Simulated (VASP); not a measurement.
# PbSe (Clausthalite) in VASP: notebook

The runs below take PbSe (Clausthalite) through single point, with PBE.

Program: VASP 6.6.1. These are calculated values, not measurements. Logs are shortened: lines on timing, memory, paths and dates and some standing lists are left out, and cuts for length are marked.

### Step 1. The cell of the first run

The cell holds a slab with vacuum, 4 atoms: a = 4.328 Å, b = 4.328 Å, c = 11.301 Å, α = 90.00°, β = 90.00°, γ = 60.00°.

### Step 2. Single point, PBE

Input file INCAR:

```
SYSTEM = PbSe
  PREC = Accurate
  ENCUT = 400
  EDIFF = 1E-6
  ISMEAR = -1
  SIGMA = 0.05
  LREAL = .FALSE.
  LASPH = .TRUE.
  NELM = 120
  ALGO = Normal
  ISIF = 2
  LWAVE = .FALSE.
  LCHARG = .FALSE.
  LDIPOL = .TRUE.
  IDIPOL = 3
  DIPOL = 0.5 0.5 0.500
  GGA = PE
  NBANDS = 28
  GGA_COMPAT = .FALSE.
  NELMDL = -8
```

Input file KPOINTS:

```
Automatic mesh
0
G
  4 4 1
  0 0 0
```

Input file POSCAR:

```
PbSe
1.0
    4.3284127397      0.0000000000      0.0000000000
    2.1642063698      3.7485153906      0.0000000000
    0.0000000000      0.0000000000     11.3012013042
Pb Se
2 2
Direct
    0.0000000000      0.0000000000      0.2654585047
    0.3333333333      0.3333333333      0.5781804984
    0.6666666667      0.6666666667      0.4218195016
    1.0000000000      1.0000000000      0.7345414953
```

Potentials or basis: VASP PAW PBE potentials, release 64 (Pb_d, Se).

Command:

```sh
cat potpaw_PBE.64/Pb_d/POTCAR potpaw_PBE.64/Se/POTCAR > POTCAR
mpirun -np 1 vasp_std > vasp.out
```

OUTCAR:

```text
SYSTEM = PbSe
   PREC = Accurate
   ENCUT = 400
   EDIFF = 1E-6
   ISMEAR = -1
   LREAL = .FALSE.
   LASPH = .TRUE.
   NELM = 120
   ISIF = 2
   GGA = PE
   NELMDL = -8

 ion  position               nearest neighbor table
   1  0.000  0.000  0.265-   3 3.06   3 3.06   3 3.06
   2  0.333  0.333  0.578-   3 3.06   3 3.06   3 3.06   4 3.06   4 3.06   4 3.06
   3  0.667  0.667  0.422-   2 3.06   2 3.06   2 3.06   1 3.06   1 3.06   1 3.06
   4  0.000  0.000  0.735-   2 3.06   2 3.06   2 3.06

  LATTYP: Found a hexagonal cell.
 ALAT       =     4.3284127396
 C/A-ratio  =     2.6109343041

  Lattice vectors:

 A1 = (  -2.1642063698,  -3.7485153906,   0.0000000000)
 A2 = (   4.3284127397,   0.0000000000,   0.0000000000)
 A3 = (   0.0000000000,   0.0000000000,  11.3012013042)

Analysis of symmetry for initial positions (statically):
=====================================================================
 Subroutine PRICEL returns:
 Original cell was already a primitive cell.

 Routine SETGRP: Setting up the symmetry group for a
 hexagonal supercell.

 Subroutine GETGRP returns: Found  6 space group operations
 (whereof  6 operations were pure point group operations)
 out of a pool of 24 trial point group operations.

The static configuration has the point symmetry C_3v.

Analysis of symmetry for dynamics (positions and initial velocities):
=====================================================================
 Subroutine PRICEL returns:
 Original cell was already a primitive cell.

 Routine SETGRP: Setting up the symmetry group for a
 hexagonal supercell.

 Subroutine GETGRP returns: Found  6 space group operations
 (whereof  6 operations were pure point group operations)
 out of a pool of 24 trial point group operations.

The dynamic configuration has the point symmetry C_3v.

 Subroutine INISYM returns: Found  6 space group operations
 (whereof  6 operations are pure point group operations),
 and found     1 'primitive' translations

----------------------------------------------------------------------------------------

                                     Primitive cell

  volume of cell :     183.3634

  direct lattice vectors                    reciprocal lattice vectors
     4.328412740  0.000000000  0.000000000     0.231031572 -0.133386140  0.000000000
     2.164206370  3.748515391  0.000000000     0.000000000  0.266772281  0.000000000
     0.000000000  0.000000000 11.301201304     0.000000000  0.000000000  0.088486168

  length of vectors
     4.328412740  4.328412740 11.301201304     0.266772281  0.266772281  0.088486168

  position of ions in fractional coordinates (direct lattice)
     0.000000000  0.000000000  0.265458505
     0.333333333  0.333333333  0.578180498
     0.666666667  0.666666667  0.421819502
     0.000000000  0.000000000  0.734541495

  ion indices of the primitive-cell ions
   primitive index   ion index
                 1           1
                 2           2
                 3           3
                 4           4

----------------------------------------------------------------------------------------

 KPOINTS: Automatic mesh

Automatic generation of k-mesh.
 Grid dimensions read from file:
 generate k-points for:    4    4    1

 Generating k-lattice:

  Cartesian coordinates                     Fractional coordinates (reciprocal lattice)
     0.057757893 -0.033346535  0.000000000     0.250000000 -0.000000000  0.000000000
     0.000000000  0.066693070  0.000000000     0.000000000  0.250000000  0.000000000
     0.000000000  0.000000000  0.088486168     0.000000000  0.000000000  1.000000000

  Length of vectors
     0.066693070  0.066693070  0.088486168

  Shift w.r.t. Gamma in fractional coordinates (k-lattice)
     0.000000000  0.000000000  0.000000000

 Subroutine IBZKPT returns following result:
 ===========================================

 Found      4 irreducible k-points:

 Following reciprocal coordinates:
            Coordinates               Weight
  0.000000  0.000000  0.000000      1.000000
  0.250000  0.000000  0.000000      6.000000
  0.500000  0.000000  0.000000      3.000000
  0.500000  0.250000  0.000000      6.000000
   k-points           NKPTS =      4   k-points in BZ     NKDIM =      4   number of bands    NBANDS=     28
   number of dos      NEDOS =    301   number of ions     NIONS =      4
   total plane-waves  NPLWV =  62720
   dimension x,y,z NGX =    28 NGY =   28 NGZ =   80
   dimension x,y,z NGXF=    56 NGYF=   56 NGZF=  160
   ions per type =               2   2
   NGX,Y,Z   is equivalent  to a cutoff of  10.75, 10.75, 11.77 a.u.
   NGXF,Y,Z  is equivalent  to a cutoff of  21.51, 21.51, 23.54 a.u.
 SYSTEM =  PbSe
   PREC   = accura    normal or accurate (medium, high low for compatibility)
   ISTART =      0    job   : 0-new  1-cont  2-samecut
   ICHARG =      2    charge: 1-file 2-atom 10-const
   ISPIN  =      1    spin polarized calculation?
   LNONCOLLINEAR =      F non collinear calculations
   LSORBIT =      F    spin-orbit coupling
   LASPH  =      T    aspherical Exc in radial PAW
   ENCUT  =  400.0 eV  29.40 Ry    5.42 a.u.   7.06  7.06 18.43*2*pi/ulx,y,z
   NELM   =    120;   NELMIN=  2; NELMDL= -8     # of ELM steps
   EDIFF  = 0.1E-05   stopping-criterion for ELM
   LREAL  =      F    real-space projection
   EDIFFG = 0.1E-04   stopping-criterion for IOM
   NSW    =      0    number of steps for IOM
   IBRION =     -1    ionic relax: 0-MD 1-quasi-New 2-CG
   NFREE  =      0    steps in history (QN), initial steepest desc. (CG)
   ISIF   =      2    stress and relaxation
   ISYM   =      2    0-nonsym 1-usesym 2-fastsym
   POTIM  = 0.5000    time-step for ionic-motion
   TEBEG  =    0.0;   TEEND  =   0.0 temperature during run
   PSTRESS=    0.0 pullay stress
   NELECT =      40.0000    total number of electrons
   NUPDOWN=      -1.0000    fix difference up-down
   EMIN   =  10.00;   EMAX   =-10.00  energy-range for DOS
   EFERMI =   0.00;   METHOD = LEGACY
   ISMEAR =    -1;   SIGMA  =   0.05  broadening in eV -4-tet -1-fermi 0-gaus
   EFERMI_NEDOS =   21; number of points for ismear=-14 and -15
   IALGO  =     38    algorithm
   IMIX   =      4    mixing-type and parameters
     AMIX     =   0.40;   BMIX     =  1.00
     AMIX_MAG =   1.60;   BMIX_MAG =  1.00
  volume/ion in A,a.u.               =      45.84       309.35
  Fermi-wavevector in a.u.,A,eV,Ry     =   0.985502  1.862328 13.214159  0.971213
  Thomas-Fermi vector in A             =   2.116813
   LORBIT       =      0    0 simple, 1 ext, 2 COOP (PROOUT), +10 PAW based schemes
   GGA     = PE    functional components
   LHFCALC =     F    Hartree Fock is set to
   AEXX    =    0.0000 exact exchange contribution
   IVDW    =     0    specifies the selected vdW correction
   LEPSILON=     F    determine dielectric tensor
   LRPA    =     F    only Hartree local field effects (RPA)
 non-spin polarized calculation
  energy-cutoff  :      400.00
  volume of cell :      183.36
 maximum number of plane-waves:      3348
   NGX = 15   NGY = 15   NGZ = 37

 number of electron      40.0000000 magnetization

 dipolmoment           0.000000      0.000000      0.299042 electrons x Angstroem

 Free energy of the ion-electron system (eV)
  ---------------------------------------------------
  ext. energy  EPLUGINS =         0.00000000
  ---------------------------------------------------
  free energy    TOTEN  =       -14.79494887 eV

  energy without entropy =      -14.79095632  energy(sigma->0) =      -14.79295259

 E-fermi :   1.4173     XC(G=0):  -7.0393

 val. band max:        1.2482746355   @ k =   0.0000   0.0000   0.0000
 cond. band min:       1.6149583452   @ k =   0.5000   0.0000   0.0000
 fundamental gap:      0.3666837097
 Fermi energy:         1.4172568815

 k-point     1 :       0.0000    0.0000    0.0000
  band No.  band energies     occupation
      1     -16.1937      2.00000
      2     -16.1937      2.00000
      3     -16.1717      2.00000
      4     -16.1617      2.00000
      5     -16.1617      2.00000
      6     -14.9951      2.00000
      7     -14.9951      2.00000
      8     -14.9653      2.00000
      9     -14.9564      2.00000
     10     -14.9564      2.00000
     11     -12.3684      2.00000
     12     -10.2217      2.00000
     13      -7.4291      2.00000
     14      -5.4900      2.00000
     15      -0.8653      2.00000
     16      -0.8653      2.00000
     17      -0.3955      2.00000
     18       0.9921      1.99959
     19       1.2483      1.93412
     20       1.2483      1.93412
     21       1.6486      0.01939
     22       3.4497      0.00000
     23       3.4497      0.00000
     24       3.9748      0.00000
     25       5.3384      0.00000
     26       5.3384      0.00000
     27       5.9509      0.00000
     28       7.6789      0.00000

 k-point     2 :       0.2500    0.0000    0.0000
  band No.  band energies     occupation
      1     -16.2050      2.00000
      2     -16.1777      2.00000
      3     -16.1744      2.00000
      4     -16.1630      2.00000
      5     -16.1606      2.00000
      6     -15.0251      2.00000
      7     -14.9809      2.00000
      8     -14.9692      2.00000
      9     -14.9547      2.00000
     10     -14.9528      2.00000
     11     -12.0269      2.00000
     12      -9.9785      2.00000
     13      -7.2561      2.00000
     14      -5.9395      2.00000
     15      -1.9403      2.00000
     16      -1.3345      2.00000
     17      -0.9808      2.00000
     18       0.2142      2.00000
     19       0.8647      1.99997
     20       0.9412      1.99985
     21       2.1634      0.00000
     22       2.7560      0.00000
     23       3.5100      0.00000
     24       4.7493      0.00000
     25       5.3770      0.00000
     26       5.5307      0.00000
     27       6.2758      0.00000
     28       7.0824      0.00000

 k-point     3 :       0.5000    0.0000    0.0000
  band No.  band energies     occupation
      1     -16.2201      2.00000
      2     -16.1833      2.00000
      3     -16.1695      2.00000
      4     -16.1565      2.00000
      5     -16.1490      2.00000
      6     -15.0581      2.00000
      7     -14.9768      2.00000
      8     -14.9749      2.00000
      9     -14.9447      2.00000
     10     -14.9398      2.00000
     11     -11.6071      2.00000
     12      -9.7078      2.00000
     13      -7.3562      2.00000
     14      -6.1426      2.00000
     15      -2.9221      2.00000
     16      -1.7089      2.00000
     17      -1.3937      2.00000
     18      -0.2355      2.00000
     19       0.5612      2.00000
     20       0.6651      2.00000
     21       1.6150      0.03763
     22       3.0240      0.00000
     23       3.2984      0.00000
     24       4.6934      0.00000
     25       5.9043      0.00000
     26       5.9135      0.00000
     27       6.0769      0.00000
     28       7.3286      0.00000

 k-point     4 :       0.5000    0.2500    0.0000
  band No.  band energies     occupation
      1     -16.2110      2.00000
      2     -16.1764      2.00000
      3     -16.1749      2.00000
      4     -16.1660      2.00000
      5     -16.1501      2.00000
      6     -15.0376      2.00000
      7     -14.9940      2.00000
      8     -14.9669      2.00000
      9     -14.9557      2.00000
     10     -14.9407      2.00000
     11     -11.6150      2.00000
     12      -9.7064      2.00000
     13      -7.2126      2.00000
     14      -6.3115      2.00000
     15      -2.5401      2.00000
     16      -2.0799      2.00000
     17      -1.6394      2.00000
     18       0.0080      2.00000
     19       0.1887      2.00000
     20       0.8573      1.99997
     21       1.8823      0.00018
     22       2.9639      0.00000
     23       3.1407      0.00000
     24       5.0841      0.00000
     25       5.5740      0.00000
     26       5.8302      0.00000
     27       6.8508      0.00000
     28       7.8979      0.00000

------------------------ aborting loop because EDIFF is reached ----------------------------------------

 vacuum level on the upper side and lower side of the slab       (xc-potential included)         0.616        -3.646

  FORCE on cell =-STRESS in cart. coord.  units (eV):
  Direction    XX          YY          ZZ          XY          YZ          ZX
  --------------------------------------------------------------------------------------
  -------------------------------------------------------------------------------------
  Total       -2.6874828     -2.6874828     -2.6386649      0.0000000      0.0000000     -0.0000000
  in kB      -23.4824655    -23.4824655    -23.0559089      0.0000000      0.0000000     -0.0000000
  external PRESSURE =     -23.3402800 kB  Pullay stress =       0.0000000 kB

 VOLUME and BASIS-vectors are now :
 -----------------------------------------------------------------------------
  energy-cutoff  :      400.00
  volume of cell :      183.36
      direct lattice vectors                 reciprocal lattice vectors
     4.328412740  0.000000000  0.000000000     0.231031572 -0.133386140  0.000000000
     2.164206370  3.748515391  0.000000000     0.000000000  0.266772281  0.000000000
     0.000000000  0.000000000 11.301201304     0.000000000  0.000000000  0.088486168

 POSITION                                       TOTAL-FORCE (eV/Angst)
 -----------------------------------------------------------------------------------
      0.00000      0.00000      3.00000        -0.000000     -0.000000      0.914730
      2.16421      1.24951      6.53413         0.000000      0.000000      2.262964
      4.32841      2.49901      4.76707        -0.000000     -0.000000     -1.742376
      0.00000      0.00000      8.30120        -0.000000     -0.000000     -1.435318
 -----------------------------------------------------------------------------------
    total drift:                               -0.000001     -0.000000      0.054420

  FREE ENERGIE OF THE ION-ELECTRON SYSTEM (eV)
  ---------------------------------------------------
  free  energy   TOTEN  =       -14.7949488698 eV

  energy  without entropy=      -14.7909563175  energy(sigma->0) =      -14.79295259

 vacuum level on the upper side and lower side of the slab         6.646         2.214
```

It took 53 s on 1 thread of Intel Xeon 8259CL, shared host; peak memory 0.24 GiB.

Results:

| Quantity | Value |
| --- | --- |
| Free energy | -14.7949 eV |
| Largest force | 2.263 eV/Å |
| Band gap on the k mesh | 0.37 eV, indirect (least direct gap 0.40 eV) |

Forces in eV/Å, atoms in the order of the input:
```
Pb   0.000  0.000  0.915
Pb   0.000  0.000  2.263
Se   0.000  0.000 -1.742
Se   0.000  0.000 -1.435
```

Caveat: spin-orbit coupling is left out, which moves the levels of the heavy elements.

(Continued in part 2 of 2.)
